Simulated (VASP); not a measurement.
# PtS2 (P-3m1) in VASP: single point with PBE

Aim: the single point of PtS2 with PBE.

Program: VASP 6.6.1. These are calculated values, not measurements. Logs are shortened: lines on timing, memory, paths and dates and some standing lists are left out, and cuts for length are marked.

## (1) The cell of the first run

Symmetry: P-3m1, No. 164, trigonal system. The conventional cell has a = 3.543 Å, b = 3.543 Å, c = 5.039 Å, α = 90.00°, β = 90.00°, γ = 120.00°. Pt (site symmetry -3m) has 6 S at 2.34 Å within 3.1 Å. S (site symmetry 3m) has 3 Pt at 2.34 Å and 3 S at 3.07 Å within 3.1 Å.

## (2) Single point, PBE

INCAR

```
ALGO     = Normal         # electronic algorithm
EDIFF    = 1E-6           # SCF threshold, eV
ENCUT    = 520            # plane-wave cutoff, eV
GGA      = PE             # functional
ISIF     = 2              # what is computed and relaxed
ISMEAR   = 0              # smearing method
LASPH    = T              # aspherical terms in the spheres
LCHARG   = T              # write CHGCAR
LELF     = T              # ELF
LREAL    = Auto         
LUSENCCL = F            
LVHAR    = T            
LWAVE    = F              # write WAVECAR
NBANDS   = 231            # bands
NELM     = 80             # most SCF steps
PREC     = Accurate       # precision mode
SIGMA    = 0.05           # smearing width, eV
```

KPOINTS

```
k-points
0
Gamma
  3 3 1
```

POSCAR

```
PtS2
1.0
   10.6296000000      0.0000000000      0.0000000000
   -5.3148000000      9.2055040000      0.0000000000
    0.0000000000      0.0000000000     10.0776000000
Pt S
18 36
Direct
    0.0000000000      0.0000000000      0.0000000000
    0.0000000000      0.0000000000      0.5000000000
    0.0000000000      0.3333330000      0.0000000000
    0.0000000000      0.3333330000      0.5000000000
    0.0000000000      0.6666670000      0.0000000000
    0.0000000000      0.6666670000      0.5000000000
    0.3333330000      0.0000000000      0.0000000000
    0.3333330000      0.0000000000      0.5000000000
    0.3333330000      0.3333330000      0.0000000000
    0.3333330000      0.3333330000      0.5000000000
    0.3333330000      0.6666670000      0.0000000000
    0.3333330000      0.6666670000      0.5000000000
    0.6666670000      0.0000000000      0.0000000000
    0.6666670000      0.0000000000      0.5000000000
    0.6666670000      0.3333330000      0.0000000000
    0.6666670000      0.3333330000      0.5000000000
    0.6666670000      0.6666670000      0.0000000000
    0.6666670000      0.6666670000      0.5000000000
    0.1111110000      0.2222220000      0.1135000000
    0.1111110000      0.2222220000      0.6135000000
    0.1111110000      0.5555560000      0.1135000000
    0.1111110000      0.5555560000      0.6135000000
    0.1111110000      0.8888890000      0.1135000000
    0.1111110000      0.8888890000      0.6135000000
    0.4444440000      0.2222220000      0.1135000000
    0.4444440000      0.2222220000      0.6135000000
    0.4444440000      0.5555560000      0.1135000000
    0.4444440000      0.5555560000      0.6135000000
    0.4444440000      0.8888890000      0.1135000000
    0.4444440000      0.8888890000      0.6135000000
    0.7777780000      0.2222220000      0.1135000000
    0.7777780000      0.2222220000      0.6135000000
    0.7777780000      0.5555560000      0.1135000000
    0.7777780000      0.5555560000      0.6135000000
    0.7777780000      0.8888890000      0.1135000000
    0.7777780000      0.8888890000      0.6135000000
    0.2222220000      0.1111110000      0.3865000000
    0.2222220000      0.1111110000      0.8865000000
    0.2222220000      0.4444440000      0.3865000000
    0.2222220000      0.4444440000      0.8865000000
    0.2222220000      0.7777780000      0.3865000000
    0.2222220000      0.7777780000      0.8865000000
    0.5555560000      0.1111110000      0.3865000000
    0.5555560000      0.1111110000      0.8865000000
    0.5555560000      0.4444440000      0.3865000000
    0.5555560000      0.4444440000      0.8865000000
    0.5555560000      0.7777780000      0.3865000000
    0.5555560000      0.7777780000      0.8865000000
    0.8888890000      0.1111110000      0.3865000000
    0.8888890000      0.1111110000      0.8865000000
    0.8888890000      0.4444440000      0.3865000000
    0.8888890000      0.4444440000      0.8865000000
    0.8888890000      0.7777780000      0.3865000000
    0.8888890000      0.7777780000      0.8865000000
```

Potentials or basis: VASP PAW PBE potentials, release 64 (Pt, S).

Command:

```sh
> cat potpaw_PBE.64/Pt/POTCAR potpaw_PBE.64/S/POTCAR > POTCAR
> mpirun -np 1 vasp_std > vasp.out
```

OUTCAR:

```text
EDIFF = 1E-6
   ENCUT = 520
   GGA = PE
   ISIF = 2
   ISMEAR = 0
   LASPH = T
   LREAL = Auto
   NELM = 80
   PREC = Accurate

 ion  position               nearest neighbor table
   1  0.000  0.000  0.000-  23 2.34  35 2.34  38 2.34  50 2.34  19 2.34  54 2.34
   2  0.000  0.000  0.500-  24 2.34  36 2.34  37 2.34  49 2.34  20 2.34  53 2.34
   3  0.000  0.333  0.000-  52 2.34  31 2.34  40 2.34  19 2.34  50 2.34  21 2.34
   4  0.000  0.333  0.500-  51 2.34  32 2.34  39 2.34  20 2.34  49 2.34  22 2.34
   5  0.000  0.667  0.000-  21 2.34  33 2.34  42 2.34  54 2.34  23 2.34  52 2.34
   6  0.000  0.667  0.500-  22 2.34  34 2.34  41 2.34  53 2.34  24 2.34  51 2.34
[... 10 lines left out ...]
  17  0.667  0.667  0.000-  33 2.34  48 2.34  54 2.34  35 2.34  27 2.34  46 2.34
  18  0.667  0.667  0.500-  34 2.34  47 2.34  53 2.34  36 2.34  28 2.34  45 2.34
  19  0.111  0.222  0.114-   3 2.34   9 2.34   1 2.34
  20  0.111  0.222  0.614-   4 2.34  10 2.34   2 2.34
  21  0.111  0.556  0.114-   5 2.34  11 2.34   3 2.34
  22  0.111  0.556  0.614-   6 2.34  12 2.34   4 2.34
  23  0.111  0.889  0.114-   1 2.34   7 2.34   5 2.34
  24  0.111  0.889  0.614-   2 2.34   8 2.34   6 2.34
[... 28 lines left out ...]
  53  0.889  0.778  0.386-   6 2.34  18 2.34   2 2.34
  54  0.889  0.778  0.886-   5 2.34  17 2.34   1 2.34

  LATTYP: Found a hexagonal cell.
 ALAT       =    10.6296000000
 C/A-ratio  =     0.9480695417

  Lattice vectors:

 A1 = (  10.6296000000,   0.0000000000,   0.0000000000)
 A2 = (  -5.3148000000,   9.2055040000,   0.0000000000)
 A3 = (   0.0000000000,   0.0000000000,  10.0776000000)

Analysis of symmetry for initial positions (statically):
=====================================================================
 Subroutine PRICEL returns following result:

  LATTYP: Found a hexagonal cell.
 ALAT       =     3.5431964568
 C/A-ratio  =     1.4221057346

  Lattice vectors:

 A1 = (   3.5431964568,   0.0000000000,   0.0000000000)
 A2 = (  -1.7715982284,   3.0684982648,   0.0000000000)
 A3 = (   0.0000000000,   0.0000000000,   5.0388000000)

  18 primitive cells build up your supercell.

 Routine SETGRP: Setting up the symmetry group for a
 hexagonal supercell.

 Subroutine GETGRP returns: Found 12 space group operations
 (whereof 12 operations were pure point group operations)
 out of a pool of 24 trial point group operations.

The static configuration has the point symmetry D_3d.

Analysis of symmetry for dynamics (positions and initial velocities):
=====================================================================
 Subroutine PRICEL returns following result:

  LATTYP: Found a hexagonal cell.
 ALAT       =     3.5431964568
 C/A-ratio  =     1.4221057346

  Lattice vectors:

 A1 = (   3.5431964568,   0.0000000000,   0.0000000000)
 A2 = (  -1.7715982284,   3.0684982648,   0.0000000000)
 A3 = (   0.0000000000,   0.0000000000,   5.0388000000)

  18 primitive cells build up your supercell.

 Routine SETGRP: Setting up the symmetry group for a
 hexagonal supercell.

 Subroutine GETGRP returns: Found 12 space group operations
 (whereof 12 operations were pure point group operations)
 out of a pool of 24 trial point group operations.

The dynamic configuration has the point symmetry D_3d.

 Subroutine INISYM returns: Found 12 space group operations
 (whereof 12 operations are pure point group operations),
 and found    18 'primitive' translations

----------------------------------------------------------------------------------------

                                     Primitive cell

  volume of cell :      54.7833

  direct lattice vectors                    reciprocal lattice vectors
     3.543196457  0.000000000  0.000000000     0.282231034  0.162946157 -0.000000000
    -1.771598228  3.068498265  0.000000000     0.000000000  0.325892314  0.000000000
     0.000000000  0.000000000  5.038800000     0.000000000 -0.000000000  0.198459951

  length of vectors
     3.543196457  3.543196563  5.038800000     0.325892324  0.325892314  0.198459951

  position of ions in fractional coordinates (direct lattice)
     0.000000000  0.000000000  0.000000000
     0.333333333  0.666669667  0.227000000
     0.666669667  0.333333333  0.773000000

  ion indices of the primitive-cell ions
   primitive index   ion index
                 1           1
                 2          23
                 3          50

----------------------------------------------------------------------------------------

 KPOINTS: k-points

Automatic generation of k-mesh.
 Grid dimensions read from file:
 generate k-points for:    3    3    1

 Generating k-lattice:

  Cartesian coordinates                     Fractional coordinates (reciprocal lattice)
     0.031358972  0.018105110 -0.000000000     0.333333333  0.000000000  0.000000000
     0.000000000  0.036210221  0.000000000     0.000000000  0.333333333  0.000000000
     0.000000000 -0.000000000  0.099229975     0.000000000  0.000000000  1.000000000

  Length of vectors
     0.036210222  0.036210221  0.099229975

  Shift w.r.t. Gamma in fractional coordinates (k-lattice)
     0.000000000  0.000000000  0.000000000

 Subroutine IBZKPT returns following result:
 ===========================================

 Found      3 irreducible k-points:

 Following reciprocal coordinates:
            Coordinates               Weight
  0.000000  0.000000  0.000000      1.000000
  0.333333  0.000000  0.000000      6.000000
  0.333333  0.333333  0.000000      2.000000
   k-points           NKPTS =      3   k-points in BZ     NKDIM =      3   number of bands    NBANDS=    231
   number of dos      NEDOS =    301   number of ions     NIONS =     54
   total plane-waves  NPLWV = 512000
   dimension x,y,z NGX =    80 NGY =   80 NGZ =   80
   dimension x,y,z NGXF=   160 NGYF=  160 NGZF=  160
   ions per type =              18  36
   NGX,Y,Z   is equivalent  to a cutoff of  12.51, 12.51, 13.20 a.u.
   NGXF,Y,Z  is equivalent  to a cutoff of  25.02, 25.02, 26.39 a.u.
 SYSTEM =  unknown system
   PREC   = accura    normal or accurate (medium, high low for compatibility)
   ISTART =      0    job   : 0-new  1-cont  2-samecut
   ICHARG =      2    charge: 1-file 2-atom 10-const
   ISPIN  =      1    spin polarized calculation?
   LNONCOLLINEAR =      F non collinear calculations
   LSORBIT =      F    spin-orbit coupling
   LASPH  =      T    aspherical Exc in radial PAW
   ENCUT  =  520.0 eV  38.22 Ry    6.18 a.u.  19.76 19.76 18.74*2*pi/ulx,y,z
   NELM   =     80;   NELMIN=  2; NELMDL= -5     # of ELM steps
   EDIFF  = 0.1E-05   stopping-criterion for ELM
   LREAL  =      T    real-space projection
   EDIFFG = 0.1E-04   stopping-criterion for IOM
   NSW    =      0    number of steps for IOM
   IBRION =     -1    ionic relax: 0-MD 1-quasi-New 2-CG
   NFREE  =      0    steps in history (QN), initial steepest desc. (CG)
   ISIF   =      2    stress and relaxation
   ISYM   =      2    0-nonsym 1-usesym 2-fastsym
   POTIM  = 0.5000    time-step for ionic-motion
   TEBEG  =    0.0;   TEEND  =   0.0 temperature during run
   PSTRESS=    0.0 pullay stress
   NELECT =     396.0000    total number of electrons
   NUPDOWN=      -1.0000    fix difference up-down
   EMIN   =  10.00;   EMAX   =-10.00  energy-range for DOS
   EFERMI =   0.00;   METHOD = LEGACY
   ISMEAR =     0;   SIGMA  =   0.05  broadening in eV -4-tet -1-fermi 0-gaus
   EFERMI_NEDOS =   21; number of points for ismear=-14 and -15
   IALGO  =     38    algorithm
   IMIX   =      4    mixing-type and parameters
     AMIX     =   0.40;   BMIX     =  1.00
     AMIX_MAG =   1.60;   BMIX_MAG =  1.00
  volume/ion in A,a.u.               =      18.26       123.23
  Fermi-wavevector in a.u.,A,eV,Ry     =   1.207812  2.282434 19.848314  1.458810
  Thomas-Fermi vector in A             =   2.343439
   LORBIT       =      0    0 simple, 1 ext, 2 COOP (PROOUT), +10 PAW based schemes
   GGA     = PE    functional components
   LHFCALC =     F    Hartree Fock is set to
   AEXX    =    0.0000 exact exchange contribution
   IVDW    =     0    specifies the selected vdW correction
   LEPSILON=     F    determine dielectric tensor
   LRPA    =     F    only Hartree local field effects (RPA)
 non-spin polarized calculation
 Gauss-broadening in eV      SIGMA  =   0.05
  energy-cutoff  :      520.00
  volume of cell :      986.10
 maximum number of plane-waves:     26629
 NGX is ok and might be reduce to    80
   NGX = 39   NGY = 39   NGZ = 37

 number of electron     396.0000014 magnetization

 Free energy of the ion-electron system (eV)
  ---------------------------------------------------
  ext. energy  EPLUGINS =         0.00000000
  ---------------------------------------------------
  free energy    TOTEN  =      -274.90687226 eV

  energy without entropy =     -274.90687226  energy(sigma->0) =     -274.90687226

 E-fermi :   6.9462     XC(G=0): -10.5744

 val. band max:        6.6922978462   @ k =   0.3333   0.0000   0.0000
 cond. band min:       7.7877306967   @ k =   0.0000   0.0000   0.0000
 fundamental gap:      1.0954328505
 Fermi energy:         6.9462022770

 k-point     1 :       0.0000    0.0000    0.0000
  band No.  band energies     occupation
      1      -8.8199      2.00000
      2      -8.5382      2.00000
      3      -7.5406      2.00000
      4      -7.5405      2.00000
      5      -7.5404      2.00000
      6      -7.5403      2.00000
[... 202 lines left out ...]
    209       8.4095      0.00000
    210       8.4095      0.00000

 k-point     2 :       0.3333    0.0000    0.0000
  band No.  band energies     occupation
      1      -8.6543      2.00000
      2      -8.3737      2.00000
      3      -8.1899      2.00000
      4      -7.9182      2.00000
      5      -7.7763      2.00000
      6      -7.7763      2.00000
[... 202 lines left out ...]
    209       8.2708      0.00000
    210       8.2709      0.00000

 k-point     3 :       0.3333    0.3333    0.0000
  band No.  band energies     occupation
      1      -8.3388      2.00000
      2      -8.3386      2.00000
      3      -8.3385      2.00000
      4      -8.0626      2.00000
      5      -8.0624      2.00000
      6      -8.0622      2.00000
[... 202 lines left out ...]
    209       8.4500      0.00000
    210       8.4500      0.00000
 [bands above 210 left out]

------------------------ aborting loop because EDIFF is reached ----------------------------------------

  FORCE on cell =-STRESS in cart. coord.  units (eV):
  Direction    XX          YY          ZZ          XY          YZ          ZX
  --------------------------------------------------------------------------------------
  -------------------------------------------------------------------------------------
  Total       71.2808106     71.2808162     63.1044847     -0.0000000      0.0000000     -0.0000000
  in kB      115.8141443    115.8141535    102.5295846     -0.0000000      0.0000000     -0.0000000
  external PRESSURE =     111.3859608 kB  Pullay stress =       0.0000000 kB

 VOLUME and BASIS-vectors are now :
 -----------------------------------------------------------------------------
  energy-cutoff  :      520.00
  volume of cell :      986.10
      direct lattice vectors                 reciprocal lattice vectors
    10.629600000  0.000000000  0.000000000     0.094076917  0.054315331 -0.000000000
    -5.314800000  9.205504000  0.000000000     0.000000000  0.108630663  0.000000000
     0.000000000  0.000000000 10.077600000     0.000000000 -0.000000000  0.099229975

 POSITION                                       TOTAL-FORCE (eV/Angst)
 -----------------------------------------------------------------------------------
      0.00000      0.00000      0.00000         0.000000     -0.000000     -0.000000
      0.00000      0.00000      5.03880         0.000000      0.000000     -0.000000
     -1.77160      3.06850      0.00000         0.000000      0.000000     -0.000000
     -1.77160      3.06850      5.03880         0.000000      0.000000     -0.000000
     -3.54320      6.13701      0.00000         0.000000     -0.000000     -0.000000
     -3.54320      6.13701      5.03880         0.000000     -0.000000     -0.000000
[... 46 lines left out ...]
      5.31480      7.15984      3.89499         0.000000     -0.000000     -1.220555
      5.31480      7.15984      8.93379         0.000000     -0.000000     -1.220555
 -----------------------------------------------------------------------------------
    total drift:                                0.000000      0.000000      0.000000

  FREE ENERGIE OF THE ION-ELECTRON SYSTEM (eV)
  ---------------------------------------------------
  free  energy   TOTEN  =      -274.9068722578 eV

  energy  without entropy=     -274.9068722578  energy(sigma->0) =     -274.90687226
```

It took 3.6 min on 1 × NVIDIA H100 80GB with 1 thread of AMD EPYC 7R13 (Zen 3), shared host; peak memory 2 GiB.

Results:

```yaml
Free_energy: -274.9069 eV
Pressure: 11.1 GPa
Largest_force: 1.221 eV/Å
Band_gap_on_the_k_mesh: 1.10 eV
```

Forces in eV/Å, atoms in the order of the input:
```
Pt   0.000  0.000  0.000
Pt   0.000  0.000  0.000
Pt   0.000  0.000  0.000
Pt   0.000  0.000  0.000
Pt   0.000  0.000  0.000
Pt   0.000  0.000  0.000
Pt   0.000  0.000  0.000
Pt   0.000  0.000  0.000
Pt   0.000  0.000  0.000
Pt   0.000  0.000  0.000
Pt   0.000  0.000  0.000
Pt   0.000  0.000  0.000
Pt   0.000  0.000  0.000
Pt   0.000  0.000  0.000
Pt   0.000  0.000  0.000
Pt   0.000  0.000  0.000
Pt   0.000  0.000  0.000
Pt   0.000  0.000  0.000
S    0.000  0.000  1.221
S    0.000  0.000  1.221
S    0.000  0.000  1.221
S    0.000  0.000  1.221
S    0.000  0.000  1.221
S    0.000  0.000  1.221
S    0.000  0.000  1.221
S    0.000  0.000  1.221
S    0.000  0.000  1.221
S    0.000  0.000  1.221
S    0.000  0.000  1.221
S    0.000  0.000  1.221
S    0.000  0.000  1.221
S    0.000  0.000  1.221
S    0.000  0.000  1.221
S    0.000  0.000  1.221
S    0.000  0.000  1.221
S    0.000  0.000  1.221
S    0.000  0.000 -1.221
S    0.000  0.000 -1.221
S    0.000  0.000 -1.221
S    0.000  0.000 -1.221
S    0.000  0.000 -1.221
S    0.000  0.000 -1.221
S    0.000  0.000 -1.221
S    0.000  0.000 -1.221
S    0.000  0.000 -1.221
S    0.000  0.000 -1.221
S    0.000  0.000 -1.221
S    0.000  0.000 -1.221
S    0.000  0.000 -1.221
S    0.000  0.000 -1.221
S    0.000  0.000 -1.221
S    0.000  0.000 -1.221
S    0.000  0.000 -1.221
S    0.000  0.000 -1.221
```

Stress tensor (GPa, compression positive):
```
11.58  0.00  0.00
 0.00 11.58  0.00
 0.00  0.00 10.25
```

Caveat: the k points lie up to 0.62 Å⁻¹ apart; spin-orbit coupling is left out, which moves the levels of the heavy elements; forces of over 1 eV/Å act on the atoms, so gaps and moduli don't describe the material at rest. A k mesh can miss the band edges.
